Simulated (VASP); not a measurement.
# Zr (P6_3/mmc) in VASP: settings compared

The runs below take Zr through single point, with PBEsol, PBE, r2SCAN.

Everything below comes from runs of VASP 6.6.1. Logs are shortened: lines on timing, memory, paths and dates and some standing lists are left out, and cuts for length are marked.

## 1. The cell of the first run

Symmetry: P6_3/mmc, No. 194, hexagonal system. The conventional cell has a = 3.183 Å, b = 3.183 Å, c = 5.123 Å, α = 90.00°, β = 90.00°, γ = 120.00°. Zr (site symmetry -6m2) has 12 Zr at 3.15 to 3.18 Å within 4.1 Å.

## 2. Single point, PBEsol

INCAR reads:

```
SYSTEM = Zr
  ALGO = Normal
  EDIFF = 1E-7
  ENCUT = 520
  GGA = PS
  ISIF = 2
  ISMEAR = -1
  LASPH = .TRUE.
  LCHARG = .FALSE.
  LREAL = .FALSE.
  LWAVE = .FALSE.
  NBANDS = 19
  NELM = 100
  PREC = Accurate
  SIGMA = 0.05
```

KPOINTS reads:

```
k-points
0
G
  9 9 5
  0 0 0
```

POSCAR reads:

```
Zr
1.0
    3.1825090000      0.0000000000      0.0000000000
   -1.5912540000      2.7561330000      0.0000000000
    0.0000000000      0.0000000000      5.1229500000
Zr
2
Direct
    0.3333330000      0.6666670000      0.2500000000
    0.6666670000      0.3333330000      0.7500000000
```

Potentials or basis: VASP PAW PBE potentials, release 64 (Zr_sv).

The run is started by

```bash
> cat potpaw_PBE.64/Zr_sv/POTCAR > POTCAR
> mpirun -np 1 vasp_std > vasp.out
```

OUTCAR:

```text
SYSTEM = Zr
   EDIFF = 1E-7
   ENCUT = 520
   GGA = PS
   ISIF = 2
   ISMEAR = -1
   LASPH = .TRUE.
   LREAL = .FALSE.
   NELM = 100
   PREC = Accurate

 ion  position               nearest neighbor table
   1  0.333  0.667  0.250-   2 3.15   2 3.15   2 3.15   2 3.15   2 3.15   2 3.15
   2  0.667  0.333  0.750-   1 3.15   1 3.15   1 3.15   1 3.15   1 3.15   1 3.15

  LATTYP: Found a hexagonal cell.
 ALAT       =     3.1825090000
 C/A-ratio  =     1.6097205067

  Lattice vectors:

 A1 = (   3.1825090000,   0.0000000000,   0.0000000000)
 A2 = (  -1.5912540000,   2.7561330000,   0.0000000000)
 A3 = (   0.0000000000,   0.0000000000,   5.1229500000)

Analysis of symmetry for initial positions (statically):
=====================================================================
 Subroutine PRICEL returns:
 Original cell was already a primitive cell.

 Routine SETGRP: Setting up the symmetry group for a
 hexagonal supercell.

 Subroutine GETGRP returns: Found 24 space group operations
 (whereof 12 operations were pure point group operations)
 out of a pool of 24 trial point group operations.

The static configuration has the point symmetry D_3d.
 The point group associated with its full space group is D_6h.

Analysis of symmetry for dynamics (positions and initial velocities):
=====================================================================
 Subroutine PRICEL returns:
 Original cell was already a primitive cell.

 Routine SETGRP: Setting up the symmetry group for a
 hexagonal supercell.

 Subroutine GETGRP returns: Found 24 space group operations
 (whereof 12 operations were pure point group operations)
 out of a pool of 24 trial point group operations.

The dynamic configuration has the point symmetry D_3d.
 The point group associated with its full space group is D_6h.

 Subroutine INISYM returns: Found 24 space group operations
 (whereof 12 operations are pure point group operations),
 and found     1 'primitive' translations

----------------------------------------------------------------------------------------

                                     Primitive cell

  volume of cell :      44.9355

  direct lattice vectors                    reciprocal lattice vectors
     3.182509000  0.000000000  0.000000000     0.314217493  0.181413540  0.000000000
    -1.591254000  2.756133000  0.000000000     0.000000000  0.362827193  0.000000000
     0.000000000  0.000000000  5.122950000     0.000000000  0.000000000  0.195200031

  length of vectors
     3.182509000  3.182508194  5.122950000     0.362827101  0.362827193  0.195200031

  position of ions in fractional coordinates (direct lattice)
     0.333333000  0.666667000  0.250000000
     0.666667000  0.333333000  0.750000000

  ion indices of the primitive-cell ions
   primitive index   ion index
                 1           1
                 2           2

----------------------------------------------------------------------------------------

 KPOINTS: k-points

Automatic generation of k-mesh.
 Grid dimensions read from file:
 generate k-points for:    9    9    5

 Generating k-lattice:

  Cartesian coordinates                     Fractional coordinates (reciprocal lattice)
     0.034913055  0.020157060  0.000000000     0.111111111  0.000000000  0.000000000
     0.000000000  0.040314133  0.000000000     0.000000000  0.111111111  0.000000000
     0.000000000  0.000000000  0.039040006     0.000000000  0.000000000  0.200000000

  Length of vectors
     0.040314122  0.040314133  0.039040006

  Shift w.r.t. Gamma in fractional coordinates (k-lattice)
     0.000000000  0.000000000  0.000000000

 Subroutine IBZKPT returns following result:
 ===========================================

 Found     36 irreducible k-points:

 Following reciprocal coordinates:
            Coordinates               Weight
  0.000000  0.000000  0.000000      1.000000
  0.111111  0.000000  0.000000      6.000000
  0.222222  0.000000  0.000000      6.000000
  0.333333  0.000000  0.000000      6.000000
  0.444444  0.000000  0.000000      6.000000
  0.111111  0.111111  0.000000      6.000000
[... 16 lines left out ...]
  0.333333  0.222222  0.200000     24.000000
  0.333333  0.333333  0.200000      4.000000
 [... further k-points ...]
   k-points           NKPTS =     36   k-points in BZ     NKDIM =     36   number of bands    NBANDS=     19
   number of dos      NEDOS =    301   number of ions     NIONS =      2
   total plane-waves  NPLWV =  23040
   dimension x,y,z NGX =    24 NGY =   24 NGZ =   40
   dimension x,y,z NGXF=    48 NGYF=   48 NGZF=   80
   ions per type =               2
   NGX,Y,Z   is equivalent  to a cutoff of  12.54, 12.54, 12.98 a.u.
   NGXF,Y,Z  is equivalent  to a cutoff of  25.07, 25.07, 25.96 a.u.
 SYSTEM =  Zr
   PREC   = accura    normal or accurate (medium, high low for compatibility)
   ISTART =      0    job   : 0-new  1-cont  2-samecut
   ICHARG =      2    charge: 1-file 2-atom 10-const
   ISPIN  =      1    spin polarized calculation?
   LNONCOLLINEAR =      F non collinear calculations
   LSORBIT =      F    spin-orbit coupling
   LASPH  =      T    aspherical Exc in radial PAW
   ENCUT  =  520.0 eV  38.22 Ry    6.18 a.u.   5.92  5.92  9.53*2*pi/ulx,y,z
   NELM   =    100;   NELMIN=  2; NELMDL= -5     # of ELM steps
   EDIFF  = 0.1E-06   stopping-criterion for ELM
   LREAL  =      F    real-space projection
   EDIFFG = 0.1E-05   stopping-criterion for IOM
   NSW    =      0    number of steps for IOM
   IBRION =     -1    ionic relax: 0-MD 1-quasi-New 2-CG
   NFREE  =      0    steps in history (QN), initial steepest desc. (CG)
   ISIF   =      2    stress and relaxation
   ISYM   =      2    0-nonsym 1-usesym 2-fastsym
   POTIM  = 0.5000    time-step for ionic-motion
   TEBEG  =    0.0;   TEEND  =   0.0 temperature during run
   PSTRESS=    0.0 pullay stress
   NELECT =      24.0000    total number of electrons
   NUPDOWN=      -1.0000    fix difference up-down
   EMIN   =  10.00;   EMAX   =-10.00  energy-range for DOS
   EFERMI =   0.00;   METHOD = LEGACY
   ISMEAR =    -1;   SIGMA  =   0.05  broadening in eV -4-tet -1-fermi 0-gaus
   EFERMI_NEDOS =   21; number of points for ismear=-14 and -15
   IALGO  =     38    algorithm
   IMIX   =      4    mixing-type and parameters
     AMIX     =   0.40;   BMIX     =  1.00
     AMIX_MAG =   1.60;   BMIX_MAG =  1.00
  volume/ion in A,a.u.               =      22.47       151.62
  Fermi-wavevector in a.u.,A,eV,Ry     =   1.328256  2.510041 24.004285  1.764265
  Thomas-Fermi vector in A             =   2.457508
   LORBIT       =      0    0 simple, 1 ext, 2 COOP (PROOUT), +10 PAW based schemes
   GGA     = PS    functional components
   LHFCALC =     F    Hartree Fock is set to
   AEXX    =    0.0000 exact exchange contribution
   IVDW    =     0    specifies the selected vdW correction
   LEPSILON=     F    determine dielectric tensor
   LRPA    =     F    only Hartree local field effects (RPA)
 non-spin polarized calculation
  energy-cutoff  :      520.00
  volume of cell :       44.94
 maximum number of plane-waves:      1228
 NGX is ok and might be reduce to    24
   NGX = 11   NGY = 11   NGZ = 19

 number of electron      24.0000000 magnetization

 Free energy of the ion-electron system (eV)
  ---------------------------------------------------
  ext. energy  EPLUGINS =         0.00000000
  ---------------------------------------------------
  free energy    TOTEN  =       -18.17575261 eV

  energy without entropy =      -18.15891354  energy(sigma->0) =      -18.16733307

 E-fermi :   9.2637     XC(G=0): -11.3661

 val. band max:        9.2502573653   @ k =   0.1111   0.0000   0.4000
 cond. band min:       9.2677476072   @ k =   0.0000   0.0000   0.4000
 fundamental gap:      0.0174902419
 Fermi energy:         9.2636915323

 k-point     1 :       0.0000    0.0000    0.0000
  band No.  band energies     occupation
      1     -39.4023      2.00000
      2     -39.2285      2.00000
      3     -18.0101      2.00000
      4     -17.0295      2.00000
      5     -17.0295      2.00000
      6     -16.8940      2.00000
[... 11 lines left out ...]
     18      11.5382      0.00000
     19      13.8929      0.00000

 k-point     2 :       0.1111    0.0000    0.0000
  band No.  band energies     occupation
      1     -39.3859      2.00000
      2     -39.2212      2.00000
      3     -17.9679      2.00000
      4     -17.1258      2.00000
      5     -17.0601      2.00000
      6     -16.9780      2.00000
[... 11 lines left out ...]
     18      11.2389      0.00000
     19      14.1069      0.00000

 k-point     3 :       0.2222    0.0000    0.0000
  band No.  band energies     occupation
      1     -39.3426      2.00000
      2     -39.2040      2.00000
      3     -17.8517      2.00000
      4     -17.3689      2.00000
      5     -17.2175      2.00000
      6     -17.1336      2.00000
[... 11 lines left out ...]
     18      12.0687      0.00000
     19      14.4531      0.00000

 k-point     4 :       0.3333    0.0000    0.0000
  band No.  band energies     occupation
      1     -39.2889      2.00000
      2     -39.1885      2.00000
      3     -17.6918      2.00000
      4     -17.6423      2.00000
      5     -17.4728      2.00000
      6     -17.2125      2.00000
[... 11 lines left out ...]
     18      13.3576      0.00000
     19      14.6743      0.00000

 k-point     5 :       0.4444    0.0000    0.0000
  band No.  band energies     occupation
      1     -39.2477      2.00000
      2     -39.1841      2.00000
      3     -17.8179      2.00000
      4     -17.6319      2.00000
      5     -17.5488      2.00000
      6     -17.2620      2.00000
[... 11 lines left out ...]
     18      14.7332      0.00000
     19      14.7621      0.00000
[... 334 lines left out ...]
      2     -39.1896      2.00000
      3     -17.8674      2.00000
      4     -17.7093      2.00000
      5     -17.4209      2.00000
      6     -17.2712      2.00000
[... 11 lines left out ...]
     18      14.6139      0.00000
     19      15.5036      0.00000

 k-point    22 :       0.2222    0.2222    0.2000
  band No.  band energies     occupation
      1     -39.2550      2.00000
      2     -39.1917      2.00000
      3     -17.7289      2.00000
      4     -17.6464      2.00000
      5     -17.3964      2.00000
      6     -17.3271      2.00000
[... 11 lines left out ...]
     18      14.1505      0.00000
     19      15.1115      0.00000

 k-point    23 :       0.3333    0.2222    0.2000
  band No.  band energies     occupation
      1     -39.2218      2.00000
      2     -39.1899      2.00000
      3     -17.7644      2.00000
      4     -17.6661      2.00000
      5     -17.4810      2.00000
      6     -17.3158      2.00000
[... 11 lines left out ...]
     18      14.5489      0.00000
     19      16.0909      0.00000

 k-point    24 :       0.3333    0.3333    0.2000
  band No.  band energies     occupation
      1     -39.1998      2.00000
      2     -39.1997      2.00000
      3     -17.6495      2.00000
      4     -17.6334      2.00000
      5     -17.6334      2.00000
      6     -17.3664      2.00000
[... 11 lines left out ...]
     18      13.8399      0.00000
     19      16.2893      0.00000

 [... further k-points ...]
[... 5 lines left out ...]
  --------------------------------------------------------------------------------------
  -------------------------------------------------------------------------------------
  Total        0.0110690      0.0110690      0.0336906      0.0000000     -0.0000000      0.0000000
  in kB        0.3946659      0.3946657      1.2012395      0.0000001     -0.0000000      0.0000000
  external PRESSURE =       0.6635237 kB  Pullay stress =       0.0000000 kB

 VOLUME and BASIS-vectors are now :
 -----------------------------------------------------------------------------
  energy-cutoff  :      520.00
  volume of cell :       44.94
      direct lattice vectors                 reciprocal lattice vectors
     3.182509000  0.000000000  0.000000000     0.314217493  0.181413540  0.000000000
    -1.591254000  2.756133000  0.000000000     0.000000000  0.362827193  0.000000000
     0.000000000  0.000000000  5.122950000     0.000000000  0.000000000  0.195200031

 POSITION                                       TOTAL-FORCE (eV/Angst)
 -----------------------------------------------------------------------------------
     -0.00000      1.83742      1.28074         0.000000      0.000000      0.000000
      1.59126      0.91871      3.84221        -0.000000     -0.000000      0.000000
 -----------------------------------------------------------------------------------
    total drift:                               -0.000972      0.000561     -0.000019

  FREE ENERGIE OF THE ION-ELECTRON SYSTEM (eV)
  ---------------------------------------------------
  free  energy   TOTEN  =       -18.1757526110 eV

  energy  without entropy=      -18.1589135376  energy(sigma->0) =      -18.16733307
```

Run time: 27 s. Hardware: 1 thread of Intel Xeon 6975P-C, shared host; peak memory 0.17 GiB.

What came out:

```
Free energy            : -18.1758 eV
Pressure               : 0.1 GPa
Band gap on the k mesh : zero (band 12 reaches 10.14 eV, above the bottom of band 13 at 9.02 eV)
```

Levels at points of the mesh, in eV from the Fermi level:
```tsv
k point	band 10	band 11	band 12	band 13	band 14	band 15
(0.00, 0.00, 0.00)	-3.14	0.88	0.88	0.93	1.24	1.59
```

Caveat: the PAW data sets were made with another functional, which shifts forces and pressure a little.

## 3. Single point, PBE

INCAR reads:

```
SYSTEM = Zr
PREC = Accurate ; ENCUT = 520
EDIFF = 1E-7 ; ISMEAR = -1
SIGMA = 0.05 ; LREAL = .False.
LASPH = .True. ; NELM = 80
ALGO = Normal ; ISIF = 2
LWAVE = .False. ; LCHARG = .True.
GGA = PE ; LELF = .True.
LVHAR = .True. ; NBANDS = 19
```

KPOINTS reads:

```
regular mesh
0
Gamma
  9 9 5
  0 0 0
```

POSCAR is that of step 2.

Potentials or basis: VASP PAW PBE potentials, release 64 (Zr_sv).

The run is started by

```bash
> cat potpaw_PBE.64/Zr_sv/POTCAR > POTCAR
> mpirun -np 1 vasp_std > vasp.out
```

Run time: 35 s. Hardware: 1 thread of Intel Xeon 6975P-C, shared host; peak memory 0.17 GiB.

Results (log left out):

| Property | Result |
| --- | --- |
| Free energy | -17.0312 eV |
| Pressure | 4.0 GPa |
| Band gap on the k mesh | zero (band 12 reaches 10.28 eV, above the bottom of band 13 at 9.14 eV) |

Levels at points of the mesh, in eV from the Fermi level:
```
           k point  band 8  band 9  band 10  band 11  band 12  band 13  band 14  band 15  band 16  band 17
(0.00, 0.00, 0.00)  -26.23   -5.72    -3.13     0.88     0.88     0.93     1.22     1.59     1.59     2.28
```

## 4. Single point, r2SCAN

POSCAR is that of step 3.

INCAR.step1 reads:

```
ALGO = Normal
EDIFF = 1E-4
ENCUT = 520
GGA = PE
ISMEAR = -1
LASPH = T
LCHARG = F
LREAL = F
LWAVE = T
NBANDS = 19
NELM = 100
PREC = Accurate
SIGMA = 0.05
```

INCAR.step2 reads:

```
ALGO = Normal
EDIFF = 1E-6
ENCUT = 520
ISIF = 2
ISMEAR = -1
ISTART = 1
LASPH = T
LCHARG = F
LMIXTAU = T
LREAL = F
LWAVE = F
METAGGA = R2SCAN
NBANDS = 19
NELM = 100
PREC = Accurate
SIGMA = 0.05
```

KPOINTS reads:

```
k-points
0
Gamma
  9 9 5
```

The run is started by

```bash
> cat potpaw_PBE.64/Zr_sv/POTCAR > POTCAR
> cp INCAR.step1 INCAR
> mpirun -np 1 vasp_std > vasp.out
> cp INCAR.step2 INCAR
> mpirun -np 1 vasp_std > vasp.out
```

It took 2.3 min on 1 thread of Intel Xeon 6975P-C, shared host; peak memory 0.18 GiB.

The run converged. Its results:

| Item | Value |
| --- | --- |
| Free energy | -45.4850 eV |
| Pressure | 4.5 GPa |
| Band gap on the k mesh | zero (band 12 reaches 10.45 eV, above the bottom of band 13 at 9.12 eV) |

Stress tensor (GPa, compression positive):
```
4.80 0.00 0.00
0.00 4.80 0.00
0.00 0.00 4.01
```

Levels at points of the mesh, in eV from the Fermi level:
```
           k point  band 10  band 11  band 12  band 13  band 14  band 15
(0.00, 0.00, 0.00)    -3.31     1.00     1.00     1.05     1.08     1.75
```

Caveat: the PAW data sets were made with another functional, which shifts forces and pressure a little.

## 5. The runs side by side

| level | gap on the mesh (eV) | pressure (GPa) |
| --- | --- | --- |
| PBEsol | none | 0.1 |
| PBE | none | 4.0 |
| r2SCAN | none | 4.5 |

Alike in all rows: task single point; potentials or basis VASP PAW PBE potentials, release 64 (Zr_sv); no spin polarisation; cell as given; k mesh 9 × 9 × 5; cutoff (eV) 520; smearing fermi-dirac 0.05 eV.

Every run on the cell as given and a fine mesh finds a metal. The pressure there spans 0.1 GPa (PBEsol) to 4.5 GPa (r2SCAN); a positive pressure means that this level wants a larger cell, a negative one a smaller.

Caveats: the PAW data sets were made with another functional, which shifts forces and pressure a little (some runs).

Absolute energies hang on the potentials; compare differences alone.
